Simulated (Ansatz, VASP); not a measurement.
**MnHg in VASP and in Ansatz**

```
CELL_PARAMETERS angstrom
3.34866 0.00000 0.00000
0.00000 3.34866 0.00000
0.00000 0.00000 3.24870
ATOMIC_POSITIONS crystal
Mn 0.50000 0.50000 0.50000
Hg 0.00000 0.00000 0.00000
```

Change from the starting cell: stretched by -2 % along [0.0, 0.0, 1.0] at fixed volume; anisotropy by the force theorem, PAW files.

Alike in both runs: task single point; functional PBE; k mesh 9 × 9 × 9; occupations fermi-dirac, width 0.1 eV; collinear spin.

|  | VASP | Ansatz |
| --- | --- | --- |
| version | VASP 6.6.1 | Ansatz 0.2.0 |
| potentials or method | VASP PAW PBE potentials, release 64 (Mn_pv, Hg) | PAW with Ansatz's default frozen-core files, scalar-relativistic |
| plane-wave cutoff (eV) | 520 | 420 |
| valence electrons in the cell | 25 | 35 |

```tsv
	VASP	Ansatz	Ansatz less VASP
net moment per atom (μB)	1.93	1.93	-0.002
size of the moment on the site where the two differ most (μB)	3.79	3.84	+0.052
```

Site moments also hang on the region over which each program counts them. VASP's potentials hold 25 valence electrons a cell and Ansatz's 35, so a difference there can come from the potentials and not from the codes.

Spin-orbit coupling is off throughout.
